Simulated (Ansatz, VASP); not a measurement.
**One calculation of K, two programs**

```
CELL_PARAMETERS angstrom
-2.82744 2.82744 2.72272
2.82744 -2.82744 2.72272
2.82744 2.82744 -2.72272
ATOMIC_POSITIONS crystal
K 0.00000 0.00000 0.00000
```

Change from the starting cell: strain +0.080 along x and y, +0.040 along z, atoms carried along.

Alike in both runs: task single point; functional PBE; k mesh 14 × 14 × 14; occupations gaussian, width 0.15 eV; no spin polarisation.

|  | VASP | Ansatz |
| --- | --- | --- |
| version | VASP 6.6.1 | Ansatz 0.2.0 |
| potentials or method | VASP PAW PBE potentials, release 64 (K_sv), cutoff 520 eV | scalar-relativistic, plane waves, PAW |
| valence electrons in the cell | 9 | 9 |

|  | VASP | Ansatz | Ansatz less VASP |
| --- | --- | --- | --- |
| gap on the k mesh at the Fermi level (eV) | none | none | - |
| pressure (GPa) | -0.4 | -0.4 | +0.01 |

A gap of «none» marks a metal or a gap that the smearing closes.
